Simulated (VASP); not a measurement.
Write the native input for VASP 6.6.1 that does the following.

```
Task                   : single point
Functional             : PBE
Potentials or basis    : VASP PAW PBE potentials, release 64 (Si, Br)
Cutoff                 : 520 eV
k mesh                 : 6 × 6 × 4
Occupations            : gaussian, width 0.1 eV
Spin                   : no spin polarisation
Dipole correction      : no
Further INCAR settings : ALGO = Normal; EDIFF = 1e-06; NBANDS = 28
```

The structure of SiBr5 lies in POSCAR:

```
SiBr5
1.0
    5.2596037643      0.0000000000      0.0000000000
   -2.6298018821      4.5549504737      0.0000000000
    0.0000000000      0.0000000000      7.2161999421
Si Br
1 5
Direct
    0.0000000000      0.0000000000      0.5000000000
    0.0000000000      0.6715478925      0.0000000000
    0.6715478925      0.0000000000      0.0000000000
    0.3284521075      0.3284521075      0.0000000000
    0.6666666667      0.3333333333      0.5000000000
    0.3333333333      0.6666666667      0.5000000000
```

The cell was generated, and may not be a known phase.

The input as run:

INCAR

```
SYSTEM = SiBr5
ALGO     = Normal         ! electronic algorithm
EDIFF    = 1E-6           ! SCF threshold, eV
ENCUT    = 520            ! plane-wave cutoff, eV
GGA      = PE             ! functional
ISIF     = 2              ! what is computed and relaxed
ISMEAR   = 0              ! smearing method
LASPH    = .TRUE.         ! aspherical terms in the spheres
LCHARG   = .FALSE.        ! write CHGCAR
LREAL    = .FALSE.        ! projectors in reciprocal space
LWAVE    = .FALSE.        ! write WAVECAR
NBANDS   = 28             ! bands
NELM     = 100            ! most SCF steps
PREC     = Accurate       ! precision mode
SIGMA    = 0.1            ! smearing width, eV
```

KPOINTS

```
k-points
0
G
  6 6 4
  0 0 0
```

Potentials or basis: VASP PAW PBE potentials, release 64 (Si, Br).

Run with:

```console
$ cat potpaw_PBE.64/Si/POTCAR potpaw_PBE.64/Br/POTCAR > POTCAR
$ mpirun -np 1 vasp_std > vasp.out
```

Results of the run:

| Property | Result |
| --- | --- |
| Pressure | 0.0 GPa |
| Largest force | 0.016 eV/Å |
| Band gap on the k mesh | zero (an odd number of electrons rules out a gap without spin polarisation) |

Caveat: this functional lacks dispersion, which binds layers or chains, so the pressure and a relaxed spacing across them are unreliable; an odd number of electrons without spin polarisation forces a metal; a magnetic or distorted state may lie lower.

Wall time 3.2 min on 1 thread of Oxide Virtual Turin-like Processor (shared host), peak memory 0.26 GiB.
